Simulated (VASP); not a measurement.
# Al3GaN4 (Pm) in VASP: a series of runs, part 2 of 2

VASP 6.6.1. The steps go on from the part before.

### Step 4. Single point, PBEsol (mode 10 (414.8 1/cm) frozen in, largest displacement -0.060 Å)

INCAR reads:

```
SYSTEM = Al3GaN4
  ALGO = Normal
  EDIFF = 1E-7
  ENCUT = 520
  GGA = PS
  ISIF = 2
  ISMEAR = 0
  LASPH = .TRUE.
  LCHARG = .TRUE.
  LELF = .TRUE.
  LREAL = .FALSE.
  LVHAR = .TRUE.
  LWAVE = .FALSE.
  NBANDS = 31
  NELM = 60
  PREC = Accurate
  SIGMA = 0.05
```

KPOINTS reads:

```
k-points
0
G
  6 8 4
  0 0 0
```

POSCAR reads:

```
Al3GaN4
1.0
    5.0434079713      0.0000000000      0.0001149907
    0.0000000000      3.1300738974      0.0000000000
   -0.0032362569      0.0000000000      5.4179919474
Al Ga N
3 1 4
Direct
    0.4997976183      0.5000000000      0.1562624415
   -0.0050647184      0.5000000000      0.8350857669
    0.0049474328      0.0000000000      0.3336932628
    0.5010415743      0.0000000000      0.6718411158
    0.1103406608      0.0000000000      0.6704330411
    0.1218053723      0.5000000000      0.1639944816
    0.6248406623      0.5000000000      0.8330921406
    0.6218169292      0.0000000000      0.3213022056
```

Potentials or basis: VASP PAW PBE potentials, release 64 (Al, Ga_d, N).

On the command line:

```console
> cat potpaw_PBE.64/Al/POTCAR potpaw_PBE.64/Ga_d/POTCAR potpaw_PBE.64/N/POTCAR > POTCAR
> mpirun -np 1 vasp_std > vasp.out
```

OUTCAR:

```text
SYSTEM = Al3GaN4
   EDIFF = 1E-7
   ENCUT = 520
   GGA = PS
   ISIF = 2
   ISMEAR = 0
   LASPH = .TRUE.
   LREAL = .FALSE.
   NELM = 60
   PREC = Accurate

 ion  position               nearest neighbor table
   1  0.500  0.500  0.156-   7 1.86   8 1.90   8 1.90   6 1.91   2 3.04   4 3.06   4 3.06   2 3.08
                             3 3.10   3 3.10   3 3.14   3 3.14
   2  0.995  0.500  0.835-   7 1.87   6 1.89   5 1.89   5 1.89   1 3.04   4 3.07   4 3.07   1 3.08
                             4 3.12   4 3.12   3 3.12   3 3.12   3 3.14   3 3.14
   3  0.005  0.000  0.334-   5 1.90   6 1.91   6 1.91   8 1.93   1 3.10   1 3.10   4 3.10   2 3.12
                             2 3.12   4 3.13   2 3.14   2 3.14   1 3.14   1 3.14
   4  0.501  0.000  0.672-   7 1.90   7 1.90   5 1.97   8 1.99   1 3.06   1 3.06   2 3.07   2 3.07
                             3 3.10   2 3.12   2 3.12   3 3.13
   5  0.110  0.000  0.670-   2 1.89   2 1.89   3 1.90   4 1.97
   6  0.122  0.500  0.164-   2 1.89   1 1.91   3 1.91   3 1.91
   7  0.625  0.500  0.833-   1 1.86   2 1.87   4 1.90   4 1.90
   8  0.622  0.000  0.321-   1 1.90   1 1.90   3 1.93   4 1.99

  LATTYP: Found a simple monoclinic cell.
 ALAT       =     5.0434079726
 B/A-ratio  =     0.6206267497
 C/A-ratio  =     1.0742721873
 COS(beta)  =    -0.0005745164

  Lattice vectors:

 A1 = (   5.0434079713,   0.0000000000,   0.0001149907)
 A2 = (   0.0000000000,   3.1300738974,   0.0000000000)
 A3 = (  -0.0032362569,   0.0000000000,   5.4179919474)

Analysis of symmetry for initial positions (statically):
=====================================================================
 Subroutine PRICEL returns:
 Original cell was already a primitive cell.

 Routine SETGRP: Setting up the symmetry group for a
 simple monoclinic supercell.

 Subroutine GETGRP returns: Found  2 space group operations
 (whereof  2 operations were pure point group operations)
 out of a pool of  4 trial point group operations.

The static configuration has the point symmetry C_1h.

Analysis of symmetry for dynamics (positions and initial velocities):
[... 151 lines left out ...]
   IVDW    =     0    specifies the selected vdW correction
   LEPSILON=     F    determine dielectric tensor
   LRPA    =     F    only Hartree local field effects (RPA)
 non-spin polarized calculation
 Gauss-broadening in eV      SIGMA  =   0.05
  energy-cutoff  :      520.00
  volume of cell :       85.53
 maximum number of plane-waves:      2328
 NGX is ok and might be reduce to    40
   NGX = 19   NGY = 11   NGZ = 21

 number of electron      41.9999993 magnetization

 Free energy of the ion-electron system (eV)
  ---------------------------------------------------
  ext. energy  EPLUGINS =         0.00000000
  ---------------------------------------------------
  free energy    TOTEN  =       -59.98901888 eV

  energy without entropy =      -59.98901888  energy(sigma->0) =      -59.98901888

 E-fermi :   5.9991     XC(G=0): -11.3201

 val. band max:        5.7943288049   @ k =   0.0000   0.0000   0.0000
 cond. band min:       9.2332440119   @ k =   0.0000   0.0000   0.0000
 fundamental gap:      3.4389152070
 Fermi energy:         5.9990802237

 k-point     1 :       0.0000    0.0000    0.0000
  band No.  band energies     occupation
      1      -9.6465      2.00000
      2      -8.3621      2.00000
      3      -8.0341      2.00000
      4      -7.1441      2.00000
      5      -7.1253      2.00000
      6      -7.0218      2.00000
[... 805 lines left out ...]
     30      16.4151      0.00000
     31      17.0223      0.00000

 [... further k-points ...]

------------------------ aborting loop because EDIFF is reached ----------------------------------------

  FORCE on cell =-STRESS in cart. coord.  units (eV):
  Direction    XX          YY          ZZ          XY          YZ          ZX
  --------------------------------------------------------------------------------------
  -------------------------------------------------------------------------------------
  Total        0.0055103      0.6204736     -0.2570793      0.0000000      0.0000000      0.2061608
  in kB        0.1032214     11.6229621     -4.8157136      0.0000000      0.0000000      3.8618873
  external PRESSURE =       2.3034900 kB  Pullay stress =       0.0000000 kB

 VOLUME and BASIS-vectors are now :
 -----------------------------------------------------------------------------
  energy-cutoff  :      520.00
  volume of cell :       85.53
      direct lattice vectors                 reciprocal lattice vectors
     5.043407971  0.000000000  0.000114991     0.198278623  0.000000000  0.000118435
     0.000000000  3.130073897  0.000000000     0.000000000  0.319481275  0.000000000
    -0.003236257  0.000000000  5.417991947    -0.000004208  0.000000000  0.184570224

 POSITION                                       TOTAL-FORCE (eV/Angst)
 -----------------------------------------------------------------------------------
      2.52018      1.56504      0.84669         0.013520      0.000000      1.050151
      5.01516      1.56504      4.52460         0.556508      0.000000     -0.013546
      0.02387      0.00000      1.80795        -0.305099      0.000000     -0.203331
      2.52478      0.00000      3.64009        -0.405150      0.000000     -1.283146
      0.55432      0.00000      3.63241         0.039170      0.000000     -0.197431
      0.61378      1.56504      0.88853         0.029206      0.000000      0.155075
      3.14863      1.56504      4.51376         0.001838      0.000000      0.312060
      3.13504      0.00000      1.74088         0.070006      0.000000      0.180167
 -----------------------------------------------------------------------------------
    total drift:                               -0.000780     -0.000000      0.001179

  FREE ENERGIE OF THE ION-ELECTRON SYSTEM (eV)
  ---------------------------------------------------
  free  energy   TOTEN  =       -59.9890188827 eV

  energy  without entropy=      -59.9890188827  energy(sigma->0) =      -59.98901888
```

OSZICAR:

```text
N       E                     dE             d eps       ncg     rms          rms(c)
DAV:   1     0.333325006771E+03    0.33333E+03   -0.19162E+04  4741   0.170E+03
DAV:   2    -0.211410625180E+02   -0.35447E+03   -0.32901E+03  5096   0.474E+02
DAV:   3    -0.667553764901E+02   -0.45614E+02   -0.45037E+02  4895   0.131E+02
DAV:   4    -0.686202412474E+02   -0.18649E+01   -0.18575E+01  5915   0.299E+01
DAV:   5    -0.686584030378E+02   -0.38162E-01   -0.38145E-01  5052   0.398E+00    0.161E+01
DAV:   6    -0.599902547515E+02    0.86681E+01   -0.26170E+01  6916   0.517E+01    0.556E+00
DAV:   7    -0.600741059876E+02   -0.83851E-01   -0.27359E+00  5157   0.999E+00    0.398E+00
DAV:   8    -0.600124458431E+02    0.61660E-01   -0.37626E-01  5997   0.608E+00    0.852E-01
DAV:   9    -0.599886135631E+02    0.23832E-01   -0.82593E-02  6846   0.437E+00    0.425E-01
DAV:  10    -0.599888182248E+02   -0.20466E-03   -0.13359E-02  5304   0.699E-01    0.190E-01
DAV:  11    -0.599890041732E+02   -0.18595E-03   -0.74791E-04  6224   0.254E-01    0.380E-02
DAV:  12    -0.599890184479E+02   -0.14275E-04   -0.93884E-05  5619   0.102E-01    0.191E-02
DAV:  13    -0.599890191663E+02   -0.71841E-06   -0.12722E-05  5916   0.260E-02    0.102E-02
DAV:  14    -0.599890189576E+02    0.20866E-06   -0.21661E-06  5790   0.175E-02    0.482E-03
DAV:  15    -0.599890188827E+02    0.74910E-07   -0.99449E-07  6451   0.969E-03
   1 F= -.59989019E+02 E0= -.59989019E+02  d E =-.766124E-11
```

stdout:

```text
POSCAR found type information on POSCAR AlGaN
 POSCAR found :  3 types and       8 ions
 scaLAPACK will be used
 -----------------------------------------------------------------------------
|                                                                             |
|                                                                             |
|     You enforced a specific xc type in the INCAR file but a different       |
|     I HOPE YOU KNOW WHAT YOU ARE DOING!                                     |
|                                                                             |
 -----------------------------------------------------------------------------

 LDA part: xc-table for (Slater+PW92), standard interpolation
 POSCAR, INCAR and KPOINTS ok, starting setup
 FFT: planning ... GRIDC
 FFT: planning ... GRID_SOFT
 FFT: planning ... GRID
 WAVECAR not read
 entering main loop
```

It took 2.4 min on 1 thread of Intel Xeon 6975P-C, shared host; peak memory 0.3 GiB.

Results:

```
Free energy            : -59.9890 eV
Pressure               : 0.2 GPa
Largest force          : 1.346 eV/Å
Band gap on the k mesh : 3.44 eV, direct
```

Forces in eV/Å, atoms in the order of the input:
```
Al   0.014  0.000  1.050
Al   0.557  0.000 -0.014
Al  -0.305  0.000 -0.203
Ga  -0.405  0.000 -1.283
N    0.039  0.000 -0.197
N    0.029  0.000  0.155
N    0.002  0.000  0.312
N    0.070  0.000  0.180
```

Stress tensor (GPa, compression positive):
```
 0.01  0.00  0.39
 0.00  1.16  0.00
 0.39  0.00 -0.48
```

Caveat: the cell differs from its parent crystal (mode 10 (414.8 1/cm) frozen in, largest displacement -0.060 Å); the PAW data sets were made with another functional, which shifts forces and pressure a little.
